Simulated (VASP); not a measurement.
# Co (P6_3/mmc) in VASP: single point with PBE+D3(BJ)

Aim: the single point of Co with PBE+D3(BJ).

All numbers are computed with VASP 6.6.1; they aren't measurements. Logs are shortened: lines on timing, memory, paths and dates and some standing lists are left out, and cuts for length are marked.

### 1 The cell of the first run

It takes space group P6_3/mmc (No. 194, hexagonal). Conventional cell: a = 2.469 Å, b = 2.469 Å, c = 8.010 Å, α = 90.00°, β = 90.00°, γ = 120.00°. Within 3.2 Å of Co (site symmetry -3m) lie 12 Co at 2.46 to 2.47 Å. Within 3.2 Å of Co (site symmetry -6m2) lie 12 Co at 2.46 to 2.47 Å.

### 2 Single point, PBE+D3(BJ), collinear spin, ferromagnetic start

Input file INCAR:

```
PREC = Accurate ; ENCUT = 520
EDIFF = 1E-6 ; ISMEAR = 0
SIGMA = 0.1 ; LREAL = F
LASPH = T ; NELM = 150
ALGO = Fast ; ISIF = 2
LWAVE = F ; LCHARG = F
ISPIN = 2 ; MAGMOM = 1.83 1.87 1.83 1.87
LORBIT = 11 ; LMAXMIX = 4
GGA = PE ; IVDW = 12
NBANDS = 30
```

Input file KPOINTS:

```
Automatic mesh
0
Gamma
  21 21 6
```

Input file POSCAR:

```
Co
1.0
    2.4690604591      0.0000000000      0.0000000000
   -1.2345302296      2.1382690811      0.0000000000
    0.0000000000      0.0000000000      8.0102485161
Co
4
Direct
    0.0000000000      0.0000000000      0.0000000000
    0.3333333333      0.6666666667      0.2500000000
    0.0000000000      0.0000000000      0.5000000000
    0.6666666667      0.3333333333      0.7500000000
```

Potentials or basis: VASP PAW PBE potentials, release 64 (Co).

Run with:

```
> cat potpaw_PBE.64/Co/POTCAR > POTCAR
> mpirun -np 1 vasp_std > vasp.out
```

OUTCAR:

```text
PREC = Accurate
   ENCUT = 520
   EDIFF = 1E-6
   ISMEAR = 0
   LREAL = F
   LASPH = T
   NELM = 150
   ISIF = 2
   ISPIN = 2
   LORBIT = 11
   GGA = PE
   IVDW = 12
 IVDW          = 12

 ion  position               nearest neighbor table
   1  0.000  0.000  0.000-   2 2.46   4 2.46   4 2.46   2 2.46   4 2.46   2 2.46
   2  0.333  0.667  0.250-   1 2.46   3 2.46   1 2.46   3 2.46   1 2.46   3 2.46
   3  0.000  0.000  0.500-   2 2.46   4 2.46   4 2.46   2 2.46   4 2.46   2 2.46
   4  0.667  0.333  0.750-   1 2.46   3 2.46   1 2.46   3 2.46   1 2.46   3 2.46

  LATTYP: Found a hexagonal cell.
 ALAT       =     2.4690604591
 C/A-ratio  =     3.2442496443

  Lattice vectors:

 A1 = (   2.4690604591,   0.0000000000,   0.0000000000)
 A2 = (  -1.2345302296,   2.1382690811,   0.0000000000)
 A3 = (   0.0000000000,   0.0000000000,   8.0102485161)

Analysis of symmetry for initial positions (statically):
=====================================================================
 Subroutine PRICEL returns:
 Original cell was already a primitive cell.

 Routine SETGRP: Setting up the symmetry group for a
 hexagonal supercell.

 Subroutine GETGRP returns: Found 24 space group operations
 (whereof 12 operations were pure point group operations)
 out of a pool of 24 trial point group operations.

The static configuration has the point symmetry D_3d.
 The point group associated with its full space group is D_6h.

Analysis of symmetry for dynamics (positions and initial velocities):
=====================================================================
 Subroutine PRICEL returns:
 Original cell was already a primitive cell.

 Routine SETGRP: Setting up the symmetry group for a
 hexagonal supercell.

 Subroutine GETGRP returns: Found 24 space group operations
 (whereof 12 operations were pure point group operations)
 out of a pool of 24 trial point group operations.

The dynamic configuration has the point symmetry D_3d.
 The point group associated with its full space group is D_6h.

Analysis of structural, dynamic, and magnetic symmetry:
=====================================================================
 Subroutine PRICEL returns:
 Original cell was already a primitive cell.

 Routine SETGRP: Setting up the symmetry group for a
 hexagonal supercell.

 Subroutine GETGRP returns: Found 24 space group operations
 (whereof 12 operations were pure point group operations)
 out of a pool of 24 trial point group operations.

The overall configuration has the point symmetry D_3d.
 The point group associated with its full space group is D_6h.

 Subroutine INISYM returns: Found 24 space group operations
 (whereof 12 operations are pure point group operations),
 and found     1 'primitive' translations

----------------------------------------------------------------------------------------

                                     Primitive cell

  volume of cell :      42.2902

  direct lattice vectors                    reciprocal lattice vectors
     2.469060459  0.000000000  0.000000000     0.405012359  0.233833994  0.000000000
    -1.234530230  2.138269081  0.000000000     0.000000000  0.467667988  0.000000000
     0.000000000  0.000000000  8.010248516     0.000000000  0.000000000  0.124840072

  length of vectors
     2.469060459  2.469060459  8.010248516     0.467667988  0.467667988  0.124840072

  position of ions in fractional coordinates (direct lattice)
     0.000000000  0.000000000  0.000000000
     0.333333333  0.666666667  0.250000000
     0.000000000  0.000000000  0.500000000
     0.666666667  0.333333333  0.750000000

  ion indices of the primitive-cell ions
   primitive index   ion index
                 1           1
                 2           2
                 3           3
                 4           4

----------------------------------------------------------------------------------------

 KPOINTS: Automatic mesh

Automatic generation of k-mesh.
 Grid dimensions read from file:
 generate k-points for:   21   21    6

 Generating k-lattice:

  Cartesian coordinates                     Fractional coordinates (reciprocal lattice)
     0.019286303  0.011134952  0.000000000     0.047619048  0.000000000  0.000000000
     0.000000000  0.022269904  0.000000000     0.000000000  0.047619048  0.000000000
     0.000000000  0.000000000  0.020806679     0.000000000  0.000000000  0.166666667

  Length of vectors
     0.022269904  0.022269904  0.020806679

  Shift w.r.t. Gamma in fractional coordinates (k-lattice)
     0.000000000  0.000000000  0.000000000

 Subroutine IBZKPT returns following result:
 ===========================================

 Found    192 irreducible k-points:

 Following reciprocal coordinates:
            Coordinates               Weight
  0.000000  0.000000  0.000000      1.000000
  0.047619 -0.000000  0.000000      6.000000
  0.095238 -0.000000  0.000000      6.000000
  0.142857 -0.000000  0.000000      6.000000
  0.190476 -0.000000  0.000000      6.000000
  0.238095  0.000000  0.000000      6.000000
[... 16 lines left out ...]
  0.142857  0.095238  0.000000     12.000000
  0.190476  0.095238  0.000000     12.000000
 [... further k-points ...]
   k-points           NKPTS =    192   k-points in BZ     NKDIM =    192   number of bands    NBANDS=     30
   number of dos      NEDOS =    301   number of ions     NIONS =      4
   total plane-waves  NPLWV =  19440
   dimension x,y,z NGX =    18 NGY =   18 NGZ =   60
   dimension x,y,z NGXF=    36 NGYF=   36 NGZF=  120
   ions per type =               4
   NGX,Y,Z   is equivalent  to a cutoff of  12.12, 12.12, 12.45 a.u.
   NGXF,Y,Z  is equivalent  to a cutoff of  24.24, 24.24, 24.90 a.u.
 SYSTEM =  unknown system
   PREC   = accura    normal or accurate (medium, high low for compatibility)
   ISTART =      0    job   : 0-new  1-cont  2-samecut
   ICHARG =      2    charge: 1-file 2-atom 10-const
   ISPIN  =      2    spin polarized calculation?
   LNONCOLLINEAR =      F non collinear calculations
   LSORBIT =      F    spin-orbit coupling
   LASPH  =      T    aspherical Exc in radial PAW
   ENCUT  =  520.0 eV  38.22 Ry    6.18 a.u.   4.59  4.59 14.89*2*pi/ulx,y,z
   NELM   =    150;   NELMIN=  2; NELMDL= -5     # of ELM steps
   EDIFF  = 0.1E-05   stopping-criterion for ELM
   LREAL  =      F    real-space projection
   EDIFFG = 0.1E-04   stopping-criterion for IOM
   NSW    =      0    number of steps for IOM
   IBRION =     -1    ionic relax: 0-MD 1-quasi-New 2-CG
   NFREE  =      0    steps in history (QN), initial steepest desc. (CG)
   ISIF   =      2    stress and relaxation
   ISYM   =      2    0-nonsym 1-usesym 2-fastsym
   POTIM  = 0.5000    time-step for ionic-motion
   TEBEG  =    0.0;   TEEND  =   0.0 temperature during run
   PSTRESS=    0.0 pullay stress
   NELECT =      36.0000    total number of electrons
   NUPDOWN=      -1.0000    fix difference up-down
   EMIN   =  10.00;   EMAX   =-10.00  energy-range for DOS
   EFERMI =   0.00;   METHOD = LEGACY
   ISMEAR =     0;   SIGMA  =   0.10  broadening in eV -4-tet -1-fermi 0-gaus
   EFERMI_NEDOS =   21; number of points for ismear=-14 and -15
   IALGO  =     68    algorithm
   IMIX   =      4    mixing-type and parameters
     AMIX     =   0.40;   BMIX     =  1.00
     AMIX_MAG =   1.60;   BMIX_MAG =  1.00
  volume/ion in A,a.u.               =      10.57        71.35
  Fermi-wavevector in a.u.,A,eV,Ry     =   1.551538  2.931981 32.752883  2.407269
  Thomas-Fermi vector in A             =   2.656043
   LORBIT       =     11    0 simple, 1 ext, 2 COOP (PROOUT), +10 PAW based schemes
   GGA     = PE    functional components
   LHFCALC =     F    Hartree Fock is set to
   AEXX    =    0.0000 exact exchange contribution
   IVDW    =    12    specifies the selected vdW correction
   LEPSILON=     F    determine dielectric tensor
   LRPA    =     F    only Hartree local field effects (RPA)
 spin polarized calculation
 RMM-DIIS sequential band-by-band and
 Gauss-broadening in eV      SIGMA  =   0.10
  energy-cutoff  :      520.00
  volume of cell :       42.29
 maximum number of plane-waves:      1168
   NGX =  9   NGY =  9   NGZ = 29

 number of electron      35.9999968 magnetization       6.4309169

 Free energy of the ion-electron system (eV)
  ---------------------------------------------------
  ext. energy  EPLUGINS =         0.00000000
  ---------------------------------------------------
  free energy    TOTEN  =       -28.11024283 eV

  energy without entropy =      -28.09172621  energy(sigma->0) =      -28.10098452

 E-fermi :  10.6911     XC(G=0): -13.5572

 val. band max:       10.6904879902   @ k =   0.0476  -0.0000   0.0000
 cond. band min:      10.6928275353   @ k =   0.2857   0.1429   0.0000
 fundamental gap:      0.0023395451
 Fermi energy:        10.6911130255

 spin component 1

 k-point     1 :       0.0000    0.0000    0.0000
  band No.  band energies     occupation
      1       1.5605      1.00000
      2       3.8198      1.00000
      3       3.8441      1.00000
      4       5.3862      1.00000
      5       7.6376      1.00000
      6       7.6690      1.00000
[... 781 lines left out ...]
     29      26.8440      0.00000
     30      27.4849      0.00000

 [... further k-points ...]

 spin component 2

 k-point     1 :       0.0000    0.0000    0.0000
  band No.  band energies     occupation
      1       1.5724      1.00000
      2       3.9153      1.00000
      3       3.9188      1.00000
      4       6.3026      1.00000
      5       8.9578      1.00000
      6       9.0217      1.00000
[... 781 lines left out ...]
     29      27.2347      0.00000
     30      27.7994      0.00000

 [... further k-points ...]

------------------------ aborting loop because EDIFF is reached ----------------------------------------

 Edisp (eV)   -1.71265

 E8    (eV) :    -0.7516

  FORCE on cell =-STRESS in cart. coord.  units (eV):
  Direction    XX          YY          ZZ          XY          YZ          ZX
  --------------------------------------------------------------------------------------
  -------------------------------------------------------------------------------------
  Total      -0.24383    -0.24383    -0.25956     0.00000     0.00000     0.00000
  in kB      -9.23773    -9.23773    -9.83349     0.00000     0.00000     0.00000
  external pressure =       -9.44 kB  Pullay stress =        0.00 kB

 VOLUME and BASIS-vectors are now :
 -----------------------------------------------------------------------------
  energy-cutoff  :      520.00
  volume of cell :       42.29
      direct lattice vectors                 reciprocal lattice vectors
     2.469060459  0.000000000  0.000000000     0.405012359  0.233833994  0.000000000
    -1.234530230  2.138269081  0.000000000     0.000000000  0.467667988  0.000000000
     0.000000000  0.000000000  8.010248516     0.000000000  0.000000000  0.124840072

 POSITION                                       TOTAL-FORCE (eV/Angst)
 -----------------------------------------------------------------------------------
      0.00000      0.00000      0.00000        -0.000000      0.000000     -0.000000
     -0.00000      1.42551      2.00256         0.000000     -0.000000      0.000000
      0.00000      0.00000      4.00512        -0.000000      0.000000     -0.000000
      1.23453      0.71276      6.00769        -0.000000      0.000000      0.000000
 -----------------------------------------------------------------------------------
    total drift:                                0.000000     -0.000000      0.000000

  FREE ENERGIE OF THE ION-ELECTRON SYSTEM (eV)
  ---------------------------------------------------
  free  energy   TOTEN  =       -29.8228948895 eV

  energy  without entropy=      -29.8043782618  energy(sigma->0) =      -29.81363658

 total charge

# of ion       s       p       d       tot
------------------------------------------
    1        0.501   0.544   7.282   8.327
    2        0.501   0.547   7.274   8.322
    3        0.501   0.544   7.282   8.327
    4        0.501   0.547   7.274   8.322
--------------------------------------------------
tot          2.004   2.181  29.112  33.297

 magnetization (x)

# of ion       s       p       d       tot
------------------------------------------
    1       -0.014  -0.050   1.677   1.612
    2       -0.014  -0.052   1.697   1.630
    3       -0.014  -0.050   1.677   1.612
    4       -0.014  -0.052   1.697   1.630
--------------------------------------------------
tot         -0.056  -0.206   6.747   6.485
```

Run time: 6 min. Hardware: 1 thread of Intel Xeon Platinum 8488C (Sapphire Rapids), shared host; peak memory 0.41 GiB.

Results:

| Item | Value |
| --- | --- |
| Free energy | -29.8229 eV |
| Pressure | -0.9 GPa |
| Net moment | 6.43 μB per cell |
| Site moments | Co +1.61, +1.63 (each value once) μB |
| Valence electrons inside the program's atomic spheres | Co 8.33, 8.32 (each value once) |
| Dispersion energy per atom | -0.428 eV |
